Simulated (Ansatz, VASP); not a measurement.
**Two plane-wave programs on MgC**

```xyz
8
Lattice="0.0002 0.0030 2.6184 1.4837 -5.5210 0.0058 5.4939 5.9934 -0.0063" Properties=species:S:1:pos:R:3 pbc="T T T"
Mg    1.5199   -3.9927    0.6587
Mg    3.5251    1.7645    0.6530
Mg    3.4526   -1.2891    1.9649
Mg    5.4579    4.4682    1.9593
C     2.0031   -0.1218    0.6545
C     5.4918    0.1141    0.6548
C     1.4860    0.3613    1.9632
C     4.9747    0.5972    1.9634
```

Change from the starting cell: CrB type (Cmcm, No. 63); cell x2, atoms moved at random (sigma 0.05 Å) and cell strained at random (1.5 %), then relaxed without symmetry.

Alike in both runs: functional PBE; k mesh 8 × 6 × 4; occupations gaussian, width 0.1 eV; no spin polarisation.

Ansatz relaxed the structure, and its values are those at the end. VASP's run is a single point on that final structure, the one shown.

```csv
,VASP,Ansatz
version,VASP 6.6.1,Ansatz 0.2.0
potentials or method,"VASP PAW PBE potentials, release 64 (Mg, C), cutoff 520 eV","scalar-relativistic, plane waves, PAW"
valence electrons in the cell,24,56
```

|  | VASP | Ansatz | Ansatz less VASP |
| --- | --- | --- | --- |
| gap on the k mesh at the Fermi level (eV) | none | none | - |
| pressure (GPa) | 0.0 | 0.1 | +0.07 |
| rms of the force components (eV/Å) | 0.017 | 0.005 | -0.0119 |

A gap of «none» marks a metal or a gap that the smearing closes. With one functional, cell and mesh, what is left measures potentials, basis and numerics. VASP's potentials hold 24 valence electrons a cell and Ansatz's 56, so a difference there can come from the potentials and not from the codes.
